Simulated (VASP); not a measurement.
# TaN (I4/mmm) in VASP: further runs

The runs below take TaN through single point, with r2SCAN.

Program: VASP 6.6.1. These are calculated values, not measurements. Logs are shortened: lines on timing, memory, paths and dates and some standing lists are left out, and cuts for length are marked.

### Step 1. The cell of the first run

It takes space group I4/mmm (No. 139, tetragonal). The conventional cell has a = 3.005 Å, b = 3.005 Å, c = 4.467 Å, α = 90.00°, β = 90.00°, γ = 90.00°. Within 2.8 Å of Ta (site symmetry 4/mmm) lie 6 N at 2.12 to 2.23 Å. N (site symmetry 4/mmm) has 6 Ta at 2.12 to 2.23 Å within 2.8 Å.

### Step 2. Single point, r2SCAN (strain -0.025 along x and y, +0.025 along z)

Input file POSCAR:

```
TaN
1.0
    0.0000000000      2.1245250000      2.2334750000
    2.1245250000      0.0000000000      2.2334750000
    2.1245250000      2.1245250000      0.0000000000
Ta N
1 1
Direct
    0.5000000000      0.5000000000      0.5000000000
    0.0000000000      0.0000000000      0.0000000000
```

Input file INCAR.step1:

```
ALGO = Normal
EDIFF = 1E-4
ENCUT = 520
GGA = PE
ISMEAR = 0
LASPH = T
LCHARG = F
LREAL = F
LWAVE = T
NBANDS = 15
NELM = 80
PREC = Accurate
SIGMA = 0.15
```

Input file INCAR.step2:

```
ALGO = Normal
EDIFF = 1E-6
ENCUT = 520
ISIF = 2
ISMEAR = 0
ISTART = 1
LASPH = T
LCHARG = F
LMIXTAU = T
LREAL = F
LWAVE = F
METAGGA = R2SCAN
NBANDS = 15
NELM = 80
PREC = Accurate
SIGMA = 0.15
```

Input file KPOINTS:

```
k-points
0
Gamma
  18 18 18
```

Potentials or basis: VASP PAW PBE potentials, release 64 (Ta_pv, N).

Started as:

```
$ cat potpaw_PBE.64/Ta_pv/POTCAR potpaw_PBE.64/N/POTCAR > POTCAR
$ cp INCAR.step1 INCAR
$ mpirun -np 1 vasp_std > vasp.out
$ cp INCAR.step2 INCAR
$ mpirun -np 1 vasp_std > vasp.out
```

OUTCAR:

```text
EDIFF = 1E-6
   ENCUT = 520
   ISIF = 2
   ISMEAR = 0
   ISTART = 1
   LASPH = T
   LREAL = F
   METAGGA = R2SCAN
   NELM = 80
   PREC = Accurate

 ion  position               nearest neighbor table
   1  0.500  0.500  0.500-   2 2.12   2 2.12   2 2.12   2 2.12   2 2.23   2 2.23
   2  0.000  0.000  0.000-   1 2.12   1 2.12   1 2.12   1 2.12   1 2.23   1 2.23

  LATTYP: Found a body centered tetragonal cell.
 ALAT       =     3.0045320686
 C/A-ratio  =     1.4867373348

  Lattice vectors:

 A1 = (  -2.1245250000,   0.0000000000,   2.2334750000)
 A2 = (   2.1245250000,   0.0000000000,   2.2334750000)
 A3 = (   0.0000000000,   2.1245250000,  -2.2334750000)

Analysis of symmetry for initial positions (statically):
=====================================================================
 Subroutine PRICEL returns:
 Original cell was already a primitive cell.

 Routine SETGRP: Setting up the symmetry group for a
 body centered tetragonal supercell.

 Subroutine GETGRP returns: Found 16 space group operations
 (whereof 16 operations were pure point group operations)
 out of a pool of 16 trial point group operations.

The static configuration has the point symmetry D_4h.

Analysis of symmetry for dynamics (positions and initial velocities):
=====================================================================
 Subroutine PRICEL returns:
 Original cell was already a primitive cell.

 Routine SETGRP: Setting up the symmetry group for a
 body centered tetragonal supercell.

 Subroutine GETGRP returns: Found 16 space group operations
 (whereof 16 operations were pure point group operations)
 out of a pool of 16 trial point group operations.

The dynamic configuration has the point symmetry D_4h.

 Subroutine INISYM returns: Found 16 space group operations
 (whereof 16 operations are pure point group operations),
 and found     1 'primitive' translations

----------------------------------------------------------------------------------------

                                     Primitive cell

  volume of cell :      20.1621

  direct lattice vectors                    reciprocal lattice vectors
     0.000000000  2.124525000  2.233475000    -0.235346725  0.235346725  0.223866397
     2.124525000  0.000000000  2.233475000     0.235346725 -0.235346725  0.223866397
     2.124525000  2.124525000  0.000000000     0.235346725  0.235346725 -0.223866397

  length of vectors
     3.082534193  3.082534193  3.004532069     0.401113855  0.401113855  0.401113855

  position of ions in fractional coordinates (direct lattice)
     0.500000000  0.500000000  0.500000000
[... 91 lines left out ...]
   EMIN   =  10.00;   EMAX   =-10.00  energy-range for DOS
   EFERMI =   0.00;   METHOD = LEGACY
   ISMEAR =     0;   SIGMA  =   0.15  broadening in eV -4-tet -1-fermi 0-gaus
   EFERMI_NEDOS =   21; number of points for ismear=-14 and -15
   IALGO  =     38    algorithm
   IMIX   =      4    mixing-type and parameters
     AMIX     =   0.40;   BMIX     =  1.00
     AMIX_MAG =   1.60;   BMIX_MAG =  1.00
  volume/ion in A,a.u.               =      10.08        68.03
  Fermi-wavevector in a.u.,A,eV,Ry     =   1.515665  2.864192 31.255854  2.297240
  Thomas-Fermi vector in A             =   2.625158
   LORBIT       =      0    0 simple, 1 ext, 2 COOP (PROOUT), +10 PAW based schemes
   METAGGA = R2SCAN    functional components
   LHFCALC =     F    Hartree Fock is set to
   AEXX    =    0.0000 exact exchange contribution
   IVDW    =     0    specifies the selected vdW correction
   LEPSILON=     F    determine dielectric tensor
   LRPA    =     F    only Hartree local field effects (RPA)
 non-spin polarized calculation
 Gauss-broadening in eV      SIGMA  =   0.15
  energy-cutoff  :      520.00
  volume of cell :       20.16
 maximum number of plane-waves:       553
   NGX = 11   NGY = 11   NGZ = 11

 number of electron      15.9999998 magnetization

 Free energy of the ion-electron system (eV)
  ---------------------------------------------------
  ext. energy  EPLUGINS =         0.00000000
  ---------------------------------------------------
  free energy    TOTEN  =       -59.47196153 eV

  energy without entropy =      -59.46321101  energy(sigma->0) =      -59.46758627

 E-fermi :  10.2342     XC(G=0): -14.7947

 val. band max:       10.2320609261   @ k =  -0.2222   0.1667   0.0000
 cond. band min:      10.2365447721   @ k =   0.2222   0.1667   0.0556
 fundamental gap:      0.0044838460
 Fermi energy:        10.2342103470

 k-point     1 :       0.0000    0.0000    0.0000
  band No.  band energies     occupation
      1     -26.8224      2.00000
      2     -26.7908      2.00000
      3     -26.7908      2.00000
      4     -10.2583      2.00000
      5       5.7606      2.00000
      6       5.9929      2.00000
      7       5.9929      2.00000
      8       7.4824      2.00000
      9       8.1486      2.00000
     10       8.1486      2.00000
     11       9.6501      2.00000
     12      10.7278      0.00000
     13      12.8992      0.00000
     14      19.9642      0.00000
[... 401 lines left out ...]
      2     -26.9103      2.00000
      3     -26.8019      2.00000
      4      -8.7524      2.00000
      5       1.8757      2.00000
      6       3.0836      2.00000
      7       3.3858      2.00000
      8       9.3215      2.00000
      9       9.5149      2.00000
     10      10.3188      0.42532
     11      12.4788      0.00000
     12      15.6894      0.00000
     13      16.2845      0.00000
     14      19.9636      0.00000
     15      23.6372      0.00000

 [... further k-points ...]

------------------------ aborting loop because EDIFF is reached ----------------------------------------

  FORCE on cell =-STRESS in cart. coord.  units (eV):
  Direction    XX          YY          ZZ          XY          YZ          ZX
  --------------------------------------------------------------------------------------
  -------------------------------------------------------------------------------------
  Total        4.6235392      4.6235392      0.3236034      0.0000000      0.0000000      0.0000000
  in kB      367.4094680    367.4094680     25.7151396      0.0000000      0.0000000      0.0000000
  external PRESSURE =     253.5113585 kB  Pullay stress =       0.0000000 kB

 VOLUME and BASIS-vectors are now :
 -----------------------------------------------------------------------------
  energy-cutoff  :      520.00
  volume of cell :       20.16
      direct lattice vectors                 reciprocal lattice vectors
     0.000000000  2.124525000  2.233475000    -0.235346725  0.235346725  0.223866397
     2.124525000  0.000000000  2.233475000     0.235346725 -0.235346725  0.223866397
     2.124525000  2.124525000  0.000000000     0.235346725  0.235346725 -0.223866397

 POSITION                                       TOTAL-FORCE (eV/Angst)
 -----------------------------------------------------------------------------------
      2.12453      2.12453      2.23347         0.000000     -0.000000      0.000000
      0.00000      0.00000      0.00000        -0.000000      0.000000      0.000000
 -----------------------------------------------------------------------------------
    total drift:                                0.000000     -0.000000     -0.000000

  FREE ENERGIE OF THE ION-ELECTRON SYSTEM (eV)
  ---------------------------------------------------
  free  energy   TOTEN  =       -59.4719615342 eV

  energy  without entropy=      -59.4632110093  energy(sigma->0) =      -59.46758627
```

Wall time 7.9 min (1 thread of Intel Xeon 8259CL, shared host); peak memory 0.27 GiB.

Results:

```
Free energy            : -59.4720 eV
Pressure               : 25.4 GPa
Band gap on the k mesh : zero (bands 8 and 9 overlap by 4.19 eV)
```

Levels at points of the mesh, in eV from the Fermi level:
```
           k point  band 5  band 6  band 7  band 8  band 9  band 10  band 11  band 12
(0.00, 0.00, 0.00)   -4.47   -4.24   -4.24   -2.75   -2.09    -2.09    -0.58     0.49
(0.50, 0.00, 0.00)  -11.31   -8.46   -8.45    1.93    2.18     2.45     4.23     7.61
(0.50, 0.50, 0.00)   -7.56   -5.95   -4.97   -4.97    2.35     3.83     3.83     5.13
(0.50, 0.00, 0.50)   -7.00   -6.03   -5.32   -5.10    2.25     3.46     4.25     5.55
```

Caveat: the cell differs from its parent crystal (strain -0.025 along x and y, +0.025 along z); the stress differs along the axes, from 3 to 37 GPa; the PAW data sets were made with another functional, which shifts forces and pressure a little; spin-orbit coupling is left out, which moves the levels of the heavy elements.

### Step 3. Single point, r2SCAN (strain +0.000 along x and y, +0.025 along z)

Input file POSCAR:

```
TaN
1.0
    0.0000000000      2.1790000000      2.2334750000
    2.1790000000      0.0000000000      2.2334750000
    2.1790000000      2.1790000000      0.0000000000
Ta N
1 1
Direct
    0.5000000000      0.5000000000      0.5000000000
    0.0000000000      0.0000000000      0.0000000000
```

Input file INCAR.step1:

```
SYSTEM = TaN
ALGO     = Normal         ! electronic algorithm
EDIFF    = 1E-4           ! SCF threshold, eV
ENCUT    = 520            ! plane-wave cutoff, eV
GGA      = PE             ! functional
ISMEAR   = 0              ! smearing method
LASPH    = .TRUE.         ! aspherical terms in the spheres
LCHARG   = .FALSE.        ! write CHGCAR
LREAL    = .FALSE.        ! projectors in reciprocal space
LWAVE    = .TRUE.         ! write WAVECAR
NBANDS   = 15             ! bands
NELM     = 80             ! most SCF steps
PREC     = Accurate       ! precision mode
SIGMA    = 0.15           ! smearing width, eV
```

Input file INCAR.step2:

```
SYSTEM = TaN
ALGO     = Normal         ! electronic algorithm
EDIFF    = 1E-7           ! SCF threshold, eV
ENCUT    = 520            ! plane-wave cutoff, eV
ISIF     = 2              ! what is computed and relaxed
ISMEAR   = 0              ! smearing method
ISTART   = 1            
LASPH    = .TRUE.         ! aspherical terms in the spheres
LCHARG   = .FALSE.        ! write CHGCAR
LMIXTAU  = .TRUE.       
LREAL    = .FALSE.        ! projectors in reciprocal space
LWAVE    = .FALSE.        ! write WAVECAR
METAGGA  = R2SCAN         ! meta-GGA
NBANDS   = 15             ! bands
NELM     = 80             ! most SCF steps
PREC     = Accurate       ! precision mode
SIGMA    = 0.15           ! smearing width, eV
```

Input file KPOINTS:

```
k-points
0
G
  18 18 18
  0 0 0
```

Potentials or basis: VASP PAW PBE potentials, release 64 (Ta_pv, N).

Started as:

```
$ cat potpaw_PBE.64/Ta_pv/POTCAR potpaw_PBE.64/N/POTCAR > POTCAR
$ cp INCAR.step1 INCAR
$ mpirun -np 1 vasp_std > vasp.out
$ cp INCAR.step2 INCAR
$ mpirun -np 1 vasp_std > vasp.out
```

OUTCAR:

```text
SYSTEM = TaN
   EDIFF = 1E-7
   ENCUT = 520
   ISIF = 2
   ISMEAR = 0
   ISTART = 1
   LASPH = .TRUE.
   LREAL = .FALSE.
   METAGGA = R2SCAN
   NELM = 80
   PREC = Accurate

 ion  position               nearest neighbor table
   1  0.500  0.500  0.500-   2 2.18   2 2.18   2 2.18   2 2.18   2 2.23   2 2.23
   2  0.000  0.000  0.000-   1 2.18   1 2.18   1 2.18   1 2.18   1 2.23   1 2.23

  LATTYP: Found a body centered tetragonal cell.
 ALAT       =     3.0815713524
 C/A-ratio  =     1.4495689014

  Lattice vectors:

 A1 = (  -2.1790000000,   0.0000000000,   2.2334750000)
 A2 = (   2.1790000000,   0.0000000000,   2.2334750000)
 A3 = (   0.0000000000,   2.1790000000,  -2.2334750000)

Analysis of symmetry for initial positions (statically):
=====================================================================
 Subroutine PRICEL returns:
 Original cell was already a primitive cell.

 Routine SETGRP: Setting up the symmetry group for a
 body centered tetragonal supercell.

 Subroutine GETGRP returns: Found 16 space group operations
 (whereof 16 operations were pure point group operations)
 out of a pool of 16 trial point group operations.

[... 177 lines left out ...]
      7       5.5183      2.00000
      8       7.2702      2.00000
      9       7.5741      2.00000
     10       7.5741      2.00000
     11       9.4910      1.88575
     12       9.9426      0.00740
     13      11.5733      0.00000
     14      19.2143      0.00000
[... 401 lines left out ...]
      2     -27.5825      2.00000
      3     -27.5110      2.00000
      4      -9.0746      2.00000
      5       1.6022      2.00000
      6       2.8459      2.00000
      7       3.1979      2.00000
      8       8.7274      2.00000
      9       8.8910      2.00000
     10       9.7499      0.38858
     11      12.1673      0.00000
     12      14.4772      0.00000
     13      14.9149      0.00000
     14      19.2135      0.00000
     15      22.6705      0.00000

 [... further k-points ...]

------------------------ aborting loop because EDIFF is reached ----------------------------------------

  FORCE on cell =-STRESS in cart. coord.  units (eV):
  Direction    XX          YY          ZZ          XY          YZ          ZX
  --------------------------------------------------------------------------------------
  -------------------------------------------------------------------------------------
  Total        1.0435393      1.0435393     -0.8867942      0.0000000     -0.0000000      0.0000000
  in kB       78.8304210     78.8304210    -66.9896784      0.0000000     -0.0000000      0.0000000
  external PRESSURE =      30.2237212 kB  Pullay stress =       0.0000000 kB

 VOLUME and BASIS-vectors are now :
 -----------------------------------------------------------------------------
  energy-cutoff  :      520.00
  volume of cell :       21.21
      direct lattice vectors                 reciprocal lattice vectors
     0.000000000  2.179000000  2.233475000    -0.229463056  0.229463056  0.223866397
     2.179000000  0.000000000  2.233475000     0.229463056 -0.229463056  0.223866397
     2.179000000  2.179000000  0.000000000     0.229463056  0.229463056 -0.223866397

 POSITION                                       TOTAL-FORCE (eV/Angst)
 -----------------------------------------------------------------------------------
      2.17900      2.17900      2.23347        -0.000000      0.000000      0.000000
      0.00000      0.00000      0.00000         0.000000     -0.000000      0.000000
 -----------------------------------------------------------------------------------
    total drift:                                0.000000     -0.000000     -0.000000

  FREE ENERGIE OF THE ION-ELECTRON SYSTEM (eV)
  ---------------------------------------------------
  free  energy   TOTEN  =       -59.6140112383 eV

  energy  without entropy=      -59.6049537503  energy(sigma->0) =      -59.60948249
```

OUTCAR.step1:

```text
SYSTEM = TaN
   EDIFF = 1E-4
   ENCUT = 520
   GGA = PE
   ISMEAR = 0
   LASPH = .TRUE.
   LREAL = .FALSE.
[... 653 lines left out ...]
      2.17900      2.17900      2.23347         0.000000     -0.000000      0.000000
      0.00000      0.00000      0.00000        -0.000000      0.000000      0.000000
 -----------------------------------------------------------------------------------
    total drift:                                0.000000     -0.000000     -0.000000

  FREE ENERGIE OF THE ION-ELECTRON SYSTEM (eV)
  ---------------------------------------------------
  free  energy   TOTEN  =       -21.8086630163 eV

  energy  without entropy=      -21.7991155363  energy(sigma->0) =      -21.80388928
```

OSZICAR.step1:

```text
N       E                     dE             d eps       ncg     rms          rms(c)
DAV:   1     0.895404191945E+02    0.89540E+02   -0.88261E+03 14416   0.113E+03
DAV:   2    -0.220646907512E+02   -0.11161E+03   -0.10497E+03 17705   0.302E+02
DAV:   3    -0.248270419103E+02   -0.27624E+01   -0.27423E+01 16045   0.443E+01
DAV:   4    -0.248380924553E+02   -0.11051E-01   -0.11043E-01 18897   0.297E+00
DAV:   5    -0.248381660984E+02   -0.73643E-04   -0.73642E-04 16241   0.215E-01    0.243E+01
DAV:   6    -0.218963166211E+02    0.29418E+01   -0.55070E+00 17787   0.264E+01    0.101E+01
DAV:   7    -0.218424738097E+02    0.53843E-01   -0.57901E-01 16066   0.610E+00    0.702E+00
DAV:   8    -0.218159796780E+02    0.26494E-01   -0.14459E-01 17144   0.325E+00    0.172E+00
DAV:   9    -0.218087248434E+02    0.72548E-02   -0.19592E-02 16654   0.115E+00    0.315E-01
DAV:  10    -0.218087046054E+02    0.20238E-04   -0.14926E-03 16976   0.397E-01    0.549E-02
DAV:  11    -0.218086630163E+02    0.41589E-04   -0.76521E-05 10870   0.108E-01
   1 F= -.21808663E+02 E0= -.21803889E+02  d E =-.954748E-02
```

Run time: 8 min. Hardware: 1 thread of Intel Xeon 8259CL, shared host; peak memory 0.28 GiB.

Results:

```
Free energy            : -59.6140 eV
Pressure               : 3.0 GPa
Band gap on the k mesh : zero (bands 8 and 9 overlap by 3.91 eV)
```

Caveat: the cell differs from its parent crystal (strain +0.000 along x and y, +0.025 along z); the stress differs along the axes, from -7 to 8 GPa; the PAW data sets were made with another functional, which shifts forces and pressure a little; spin-orbit coupling is left out, which moves the levels of the heavy elements.
